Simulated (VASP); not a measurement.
# Al in VASP: a series of runs

Al is run at these levels: PBEsol; tasks: single point.

All numbers are computed with VASP 6.6.1; they aren't measurements. Logs are shortened: lines on timing, memory, paths and dates and some standing lists are left out, and cuts for length are marked.

## 1. The cell of the first run

The typed cell holds 2 atoms: a = 4.013 Å, b = 5.675 Å, c = 2.838 Å, α = 60.01°, β = 134.98°, γ = 90.00°.

## 2. Single point, PBEsol

Contents of INCAR:

```
PREC = Accurate ; ENCUT = 520
EDIFF = 1E-6 ; ISMEAR = 0
SIGMA = 0.1 ; LREAL = False
LASPH = True ; NELM = 100
ALGO = Fast ; ISIF = 2
LWAVE = False ; LCHARG = False
GGA = PS ; NBANDS = 10
ISYM = 0
```

Contents of KPOINTS:

```
Automatic mesh
0
Gamma
  9 6 24
```

Contents of POSCAR:

```
Al
1.0
    4.0125456568      0.0000000000      0.0000000000
    0.0000000000      5.6745964874      0.0000000000
   -2.0062728284      1.4186491219      1.4209918140
Al
2
Direct
    0.0000000000      0.5000000000      0.0000000000
    0.0000000000      0.0000000000      0.0000000000
```

Potentials or basis: VASP PAW PBE potentials, release 64 (Al).

Command:

```
$ cat potpaw_PBE.64/Al/POTCAR > POTCAR
$ mpirun -np 1 vasp_std > vasp.out
```

OUTCAR:

```text
PREC = Accurate
   ENCUT = 520
   EDIFF = 1E-6
   ISMEAR = 0
   LREAL = False
   LASPH = True
   NELM = 100
   ISIF = 2
   GGA = PS
   ISYM = 0

 ion  position               nearest neighbor table
   1  0.000  0.500  0.000-   2 2.84   2 2.84   2 2.84   2 2.84   2 2.84   2 2.84
   2  0.000  0.000  0.000-   1 2.84   1 2.84   1 2.84   1 2.84   1 2.84   1 2.84

IMPORTANT INFORMATION: All symmetrisations will be switched off!
NOSYMM: (Re-)initialisation of all symmetry stuff for point group C_1.

----------------------------------------------------------------------------------------

                                     Primitive cell

  volume of cell :      32.3554

  direct lattice vectors                    reciprocal lattice vectors
     4.012545657  0.000000000  0.000000000     0.249218348  0.000000000  0.351866911
     0.000000000  5.674596487  0.000000000     0.000000000  0.176223984 -0.175933455
    -2.006272828  1.418649122  1.420991814     0.000000000  0.000000000  0.703733822

  length of vectors
     4.012545657  5.674596487  2.838470315     0.431184541  0.249012998  0.703733822

  position of ions in fractional coordinates (direct lattice)
     0.000000000  0.500000000  0.000000000
     0.000000000  0.000000000  0.000000000

  ion indices of the primitive-cell ions
   primitive index   ion index
                 1           1
                 2           2

----------------------------------------------------------------------------------------

 KPOINTS: Automatic mesh

Automatic generation of k-mesh.
 Grid dimensions read from file:
 generate k-points for:    9    6   24

 Generating k-lattice:

  Cartesian coordinates                     Fractional coordinates (reciprocal lattice)
     0.027690928  0.000000000  0.039096323     0.111111111  0.000000000  0.000000000
     0.000000000  0.029370664 -0.029322243     0.000000000  0.166666667 -0.000000000
     0.000000000  0.000000000  0.029322243     0.000000000  0.000000000  0.041666667

  Length of vectors
     0.047909393  0.041502166  0.029322243

  Shift w.r.t. Gamma in fractional coordinates (k-lattice)
     0.000000000  0.000000000  0.000000000

 WARNING: IBZKPT: internal override: KBLOWUP is changed to .FALSE.
      ... skipping the blow-up phase ...

 Subroutine IBZKPT returns following result:
 ===========================================

 Found    650 irreducible k-points:

 Following reciprocal coordinates:
            Coordinates               Weight
  0.000000  0.000000  0.000000      1.000000
  0.111111  0.000000  0.000000      2.000000
  0.222222  0.000000  0.000000      2.000000
  0.333333  0.000000  0.000000      2.000000
  0.444444  0.000000  0.000000      2.000000
  0.000000  0.166667  0.000000      2.000000
[... 16 lines left out ...]
 -0.111111  0.333333  0.000000      2.000000
  0.000000  0.500000  0.000000      1.000000
 [... further k-points ...]
   k-points           NKPTS =    650   k-points in BZ     NKDIM =    650   number of bands    NBANDS=     10
   number of dos      NEDOS =    301   number of ions     NIONS =      2
   total plane-waves  NPLWV =  30240
   dimension x,y,z NGX =    30 NGY =   42 NGZ =   24
   dimension x,y,z NGXF=    60 NGYF=   84 NGZF=   48
   ions per type =               2
   NGX,Y,Z   is equivalent  to a cutoff of  12.43, 12.30, 14.06 a.u.
   NGXF,Y,Z  is equivalent  to a cutoff of  24.86, 24.61, 28.11 a.u.
 SYSTEM =  unknown system
   PREC   = accura    normal or accurate (medium, high low for compatibility)
   ISTART =      0    job   : 0-new  1-cont  2-samecut
   ICHARG =      2    charge: 1-file 2-atom 10-const
   ISPIN  =      1    spin polarized calculation?
   LNONCOLLINEAR =      F non collinear calculations
   LSORBIT =      F    spin-orbit coupling
   LASPH  =      T    aspherical Exc in radial PAW
   ENCUT  =  520.0 eV  38.22 Ry    6.18 a.u.   7.46 10.55  5.28*2*pi/ulx,y,z
   NELM   =    100;   NELMIN=  2; NELMDL= -5     # of ELM steps
   EDIFF  = 0.1E-05   stopping-criterion for ELM
   LREAL  =      F    real-space projection
   EDIFFG = 0.1E-04   stopping-criterion for IOM
   NSW    =      0    number of steps for IOM
   IBRION =     -1    ionic relax: 0-MD 1-quasi-New 2-CG
   NFREE  =      0    steps in history (QN), initial steepest desc. (CG)
   ISIF   =      2    stress and relaxation
   ISYM   =      0    0-nonsym 1-usesym 2-fastsym
   POTIM  = 0.5000    time-step for ionic-motion
   TEBEG  =    0.0;   TEEND  =   0.0 temperature during run
   PSTRESS=    0.0 pullay stress
   NELECT =       6.0000    total number of electrons
   NUPDOWN=      -1.0000    fix difference up-down
   EMIN   =  10.00;   EMAX   =-10.00  energy-range for DOS
   EFERMI =   0.00;   METHOD = LEGACY
   ISMEAR =     0;   SIGMA  =   0.10  broadening in eV -4-tet -1-fermi 0-gaus
   EFERMI_NEDOS =   21; number of points for ismear=-14 and -15
   IALGO  =     68    algorithm
   IMIX   =      4    mixing-type and parameters
     AMIX     =   0.40;   BMIX     =  1.00
     AMIX_MAG =   1.60;   BMIX_MAG =  1.00
  volume/ion in A,a.u.               =      16.18       109.17
  Fermi-wavevector in a.u.,A,eV,Ry     =   0.933562  1.764176 11.857989  0.871538
  Thomas-Fermi vector in A             =   2.060276
   LORBIT       =      0    0 simple, 1 ext, 2 COOP (PROOUT), +10 PAW based schemes
   GGA     = PS    functional components
   LHFCALC =     F    Hartree Fock is set to
   AEXX    =    0.0000 exact exchange contribution
   IVDW    =     0    specifies the selected vdW correction
   LEPSILON=     F    determine dielectric tensor
   LRPA    =     F    only Hartree local field effects (RPA)
 non-spin polarized calculation
 RMM-DIIS sequential band-by-band and
 Gauss-broadening in eV      SIGMA  =   0.10
  energy-cutoff  :      520.00
  volume of cell :       32.36
 maximum number of plane-waves:       894
 NGX is ok and might be reduce to    30
   NGX = 15   NGY = 21   NGZ = 11

 number of electron       6.0000000 magnetization

 Free energy of the ion-electron system (eV)
  ---------------------------------------------------
  ext. energy  EPLUGINS =         0.00000000
  ---------------------------------------------------
  free energy    TOTEN  =        -8.18355257 eV

  energy without entropy =       -8.17823413  energy(sigma->0) =       -8.18089335

 E-fermi :   8.1664     XC(G=0): -10.3287

 val. band max:        8.1604517733   @ k =   0.1111  -0.1667   0.4167
 cond. band min:       8.1736620576   @ k =  -0.3333  -0.3333   0.4583
 fundamental gap:      0.0132102843
 Fermi energy:         8.1664075374

 k-point     1 :       0.0000    0.0000    0.0000
  band No.  band energies     occupation
      1      -3.1098      2.00000
      2       5.1863      2.00000
      3       6.5382      2.00000
      4      13.4172      0.00000
      5      13.8386      0.00000
      6      13.8444      0.00000
      7      17.4030      0.00000
      8      20.8319      0.00000
      9      20.8676      0.00000
     10      20.8847      0.00000

 k-point     2 :       0.1111    0.0000    0.0000
  band No.  band energies     occupation
      1      -2.7706      2.00000
      2       4.1231      2.00000
      3       8.2144      0.49769
      4      10.7526      0.00000
      5      14.1297      0.00000
      6      15.4111      0.00000
      7      17.1027      0.00000
      8      19.3729      0.00000
      9      20.0674      0.00000
     10      20.0933      0.00000

 k-point     3 :       0.2222    0.0000    0.0000
  band No.  band energies     occupation
      1      -1.7577      2.00000
      2       3.1946      2.00000
      3       7.9959      1.98409
      4      11.0513      0.00000
      5      12.6661      0.00000
      6      14.9960      0.00000
      7      16.6346      0.00000
      8      19.3050      0.00000
      9      19.3246      0.00000
     10      22.7642      0.00000

 k-point     4 :       0.3333    0.0000    0.0000
  band No.  band energies     occupation
      1      -0.0859      2.00000
      2       2.8795      2.00000
      3       5.8060      2.00000
      4       8.6438      0.00000
      5      14.4241      0.00000
      6      16.4451      0.00000
      7      18.2458      0.00000
      8      19.0567      0.00000
      9      19.0694      0.00000
     10      21.6726      0.00000

 k-point     5 :       0.4444    0.0000    0.0000
  band No.  band energies     occupation
      1       2.2201      2.00000
      2       3.1990      2.00000
      3       4.2136      2.00000
      4       5.1520      2.00000
      5      18.1634      0.00000
      6      18.4816      0.00000
      7      19.3642      0.00000
      8      19.3702      0.00000
      9      19.9182      0.00000
     10      20.2440      0.00000

 k-point     6 :       0.0000    0.1667    0.0000
  band No.  band energies     occupation
      1      -2.8552      2.00000
      2       3.0981      2.00000
      3       9.0650      0.00000
      4      13.6685      0.00000
      5      14.0535      0.00000
      6      14.0594      0.00000
      7      17.6361      0.00000
      8      19.1715      0.00000
      9      19.1808      0.00000
     10      19.4235      0.00000

 k-point     7 :       0.1111    0.1667    0.0000
  band No.  band energies     occupation
      1      -2.8548      2.00000
      2       4.9128      2.00000
      3       7.2823      2.00000
      4      10.6678      0.00000
      5      14.0585      0.00000
      6      15.3315      0.00000
      7      17.8940      0.00000
      8      19.3041      0.00000
      9      19.5286      0.00000
     10      20.7266      0.00000

 k-point     8 :       0.2222    0.1667    0.0000
  band No.  band energies     occupation
      1      -2.1780      2.00000
      2       5.5477      2.00000
      3       7.4605      2.00000
      4       8.1097      1.57730
      5      14.6372      0.00000
      6      14.8988      0.00000
      7      16.2353      0.00000
      8      17.0699      0.00000
      9      21.3623      0.00000
     10      23.0322      0.00000

 k-point     9 :       0.3333    0.1667    0.0000
  band No.  band energies     occupation
      1      -0.8345      2.00000
      2       4.8948      2.00000
      3       5.2220      2.00000
      4      10.7290      0.00000
      5      10.9890      0.00000
      6      15.7960      0.00000
      7      16.4326      0.00000
      8      17.5849      0.00000
      9      20.9099      0.00000
     10      21.1020      0.00000
[... 118 lines left out ...]
 k-point    19 :       0.4444    0.3333    0.0000
  band No.  band energies     occupation
      1       0.5804      2.00000
      2       2.5549      2.00000
      3       7.3337      2.00000
      4       9.2033      0.00000
      5      11.4230      0.00000
      6      13.3004      0.00000
      7      17.0325      0.00000
      8      18.7778      0.00000
      9      18.9536      0.00000
     10      20.7756      0.00000

 k-point    20 :      -0.4444    0.3333   -0.0000
  band No.  band energies     occupation
      1       0.9153      2.00000
      2       2.8743      2.00000
      3       5.7781      2.00000
      4       7.7099      2.00000
      5      13.5496      0.00000
      6      15.3112      0.00000
      7      17.3264      0.00000
      8      19.0649      0.00000
      9      19.2257      0.00000
     10      20.9404      0.00000

 k-point    21 :      -0.3333    0.3333   -0.0000
  band No.  band energies     occupation
      1      -0.0794      2.00000
      2       2.8670      2.00000
      3       5.7925      2.00000
      4       8.6690      0.00000
      5      14.4491      0.00000
      6      16.4507      0.00000
      7      18.2540      0.00000
      8      19.0178      0.00000
      9      19.0588      0.00000
     10      21.6615      0.00000

 k-point    22 :      -0.2222    0.3333   -0.0000
  band No.  band energies     occupation
      1      -0.4137      2.00000
      2       0.5757      2.00000
      3       9.2532      0.00000
      4      10.2184      0.00000
      5      15.9529      0.00000
      6      16.1526      0.00000
      7      17.0115      0.00000
      8      17.8770      0.00000
      9      18.4673      0.00000
     10      18.8244      0.00000

 k-point    23 :      -0.1111    0.3333    0.0000
  band No.  band energies     occupation
      1      -1.0868      2.00000
      2      -0.0828      2.00000
      3      12.2907      0.00000
      4      13.2005      0.00000
      5      15.3369      0.00000
      6      15.5650      0.00000
      7      16.4294      0.00000
      8      17.0082      0.00000
      9      17.7824      0.00000
     10      18.2031      0.00000

 k-point    24 :       0.0000    0.5000    0.0000
  band No.  band energies     occupation
      1      -0.8347      2.00000
      2      -0.8347      2.00000
      3      15.6621      0.00000
      4      15.6621      0.00000
      5      15.7767      0.00000
      6      15.7767      0.00000
      7      15.7812      0.00000
      8      15.7812      0.00000
      9      16.4834      0.00000
     10      16.4834      0.00000

 [... further k-points ...]

------------------------ aborting loop because EDIFF is reached ----------------------------------------

  FORCE on cell =-STRESS in cart. coord.  units (eV):
  Direction    XX          YY          ZZ          XY          YZ          ZX
  --------------------------------------------------------------------------------------
  -------------------------------------------------------------------------------------
  Total       -0.2061223      0.1356423      0.1932069     -0.0000003      0.0000010      0.0413789
  in kB      -10.2067878      6.7167486      9.5672418     -0.0000138      0.0000473      2.0490042
  external PRESSURE =       2.0257342 kB  Pullay stress =       0.0000000 kB

 VOLUME and BASIS-vectors are now :
 -----------------------------------------------------------------------------
  energy-cutoff  :      520.00
  volume of cell :       32.36
      direct lattice vectors                 reciprocal lattice vectors
     4.012545657  0.000000000  0.000000000     0.249218348  0.000000000  0.351866911
     0.000000000  5.674596487  0.000000000     0.000000000  0.176223984 -0.175933455
    -2.006272828  1.418649122  1.420991814     0.000000000  0.000000000  0.703733822

 POSITION                                       TOTAL-FORCE (eV/Angst)
 -----------------------------------------------------------------------------------
      0.00000      2.83730      0.00000        -0.000000      0.000000     -0.000000
      0.00000      0.00000      0.00000         0.000000     -0.000000      0.000000
 -----------------------------------------------------------------------------------
    total drift:                                0.000000     -0.000000      0.000000

  FREE ENERGIE OF THE ION-ELECTRON SYSTEM (eV)
  ---------------------------------------------------
  free  energy   TOTEN  =        -8.1835525735 eV

  energy  without entropy=       -8.1782341304  energy(sigma->0) =       -8.18089335
```

It took 5.4 min on 1 thread of Intel Xeon 8259CL, shared host; peak memory 0.3 GiB.

Results:

```
Free energy            : -8.1836 eV
Pressure               : 0.2 GPa
Band gap on the k mesh : zero (band 3 reaches 15.66 eV, above the bottom of band 4 at 4.17 eV)
```

Caveat: the PAW data sets were made with another functional, which shifts forces and pressure a little.

## 3. Single point, PBEsol

This run uses another cell than the first one, of 16.31 Å³/atom, 1.008 times its volume.

Contents of INCAR:

```
SYSTEM = Al
PREC = Accurate
ENCUT = 520
EDIFF = 1E-6
ISMEAR = 0
SIGMA = 0.1
LREAL = .FALSE.
LASPH = .TRUE.
NELM = 80
ALGO = Fast
ISIF = 2
LWAVE = .FALSE.
LCHARG = .TRUE.
GGA = PS
LELF = .TRUE.
LVHAR = .TRUE.
NBANDS = 10
ISYM = 0
```

Contents of KPOINTS:

```
Automatic mesh
0
G
  9 6 24
  0 0 0
```

Contents of POSCAR:

```
Al
1.0
    4.0125374083      0.0000000000      0.0081360154
    0.0000000000      5.6745964874      0.0000000021
   -2.0033874382      1.4186491224      1.4285263170
Al
2
Direct
    0.0000000000      0.5000000000      0.0000000000
    0.0000000000      0.0000000000      0.0000000000
```

Potentials or basis: VASP PAW PBE potentials, release 64 (Al).

Command:

```
$ cat potpaw_PBE.64/Al/POTCAR > POTCAR
$ mpirun -np 1 vasp_std > vasp.out
```

It took 6.2 min on 1 thread of Intel Xeon 8259CL, shared host; peak memory 0.3 GiB.

Results (log left out):

| Quantity | Value |
| --- | --- |
| Free energy | -8.1845 eV |
| Pressure | -0.5 GPa |
| Band gap on the k mesh | zero (band 3 reaches 15.51 eV, above the bottom of band 4 at 4.15 eV) |

Stress tensor (GPa, compression positive):
```
-1.87  0.00 -0.03
 0.00  0.43  0.00
-0.03  0.00  0.03
```

Levels at points of the mesh, in eV from the Fermi level:
```
           k point  band 1  band 2  band 3  band 4  band 5  band 6  band 7  band 8
(0.00, 0.00, 0.00)  -11.22   -2.98   -1.66    5.26    5.60    5.71    9.18   12.46
(0.00, 0.50, 0.00)   -8.97   -8.97    7.42    7.42    7.58    7.58    7.64    7.64
(0.00, 0.00, 0.50)   -2.98   -2.91   -1.66   -1.56    5.20    5.26    5.39    5.60
(0.00, 0.50, 0.50)   -0.91   -0.91   -0.83   -0.83    0.13    0.13    1.18    1.18
```

Caveat: the PAW data sets were made with another functional, which shifts forces and pressure a little.
